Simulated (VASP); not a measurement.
Wanted: the native input for a VASP 6.6.1 run.

| Item | Value |
| --- | --- |
| Task | single point |
| Functional | r2SCAN |
| Potentials or basis | VASP PAW PBE potentials, release 64 (Sn_d, Te) |
| Cutoff | 520 eV |
| k mesh | 8 × 8 × 8 |
| Occupations | fermi-dirac, width 0.02 eV |
| Spin | no spin polarisation |
| Dipole correction | no |
| Further INCAR settings | ALGO = Normal; EDIFF = 1e-06; NBANDS = 17 |

Crystal: SnTe.

```
Sn Te
1.0
     0.00000    3.18933    3.15744
     3.18933    0.00000    3.15744
     3.18933    3.18933    0.00000
Sn Te
1 1
Direct
  0.00000 0.00000 0.00000
  0.50000 0.50000 0.50000
```

This cell differs from its parent crystal: uniaxial z strain -1.0%.

These files were run (other wordings do the same):

POSCAR

```
SnTe
1.0
    0.0000000000      3.1893303454      3.1574370420
    3.1893303454      0.0000000000      3.1574370420
    3.1893303454      3.1893303454      0.0000000000
Sn Te
1 1
Direct
    0.0000000000      0.0000000000      0.0000000000
    0.5000000000      0.5000000000      0.5000000000
```

INCAR.step1

```
  ALGO = Normal
  EDIFF = 1E-4
  ENCUT = 520
  GGA = PE
  ISMEAR = -1
  LASPH = True
  LCHARG = False
  LREAL = False
  LWAVE = True
  NBANDS = 17
  NELM = 60
  PREC = Accurate
  SIGMA = 0.02
```

INCAR.step2

```
  ALGO = Normal
  EDIFF = 1E-6
  ENCUT = 520
  ISIF = 2
  ISMEAR = -1
  ISTART = 1
  LASPH = True
  LCHARG = True
  LELF = True
  LMIXTAU = True
  LREAL = False
  LVHAR = True
  LWAVE = False
  METAGGA = R2SCAN
  NBANDS = 17
  NELM = 60
  PREC = Accurate
  SIGMA = 0.02
```

KPOINTS

```
k-points
0
Gamma
  8 8 8
```

Potentials or basis: VASP PAW PBE potentials, release 64 (Sn_d, Te).

The run is started by

```sh
$ cat potpaw_PBE.64/Sn_d/POTCAR potpaw_PBE.64/Te/POTCAR > POTCAR
$ cp INCAR.step1 INCAR
$ mpirun -np 1 vasp_std > vasp.out
$ cp INCAR.step2 INCAR
$ mpirun -np 1 vasp_std > vasp.out
```

Results of the run:

- Pressure: 0.4 GPa
- Band gap on the k mesh: 0.10 eV

Caveat: the cell differs from its parent crystal (uniaxial z strain -1.0%); the PAW data sets were made with another functional, which shifts forces and pressure a little; spin-orbit coupling is left out, which moves the levels of the heavy elements.

Run time: 3.2 min on 1 thread of Intel(R) Xeon(R) Platinum 8259CL CPU @ 2.50GHz (Skylake/Cascade Lake), with other jobs on the host, peak memory 0.25 GiB.
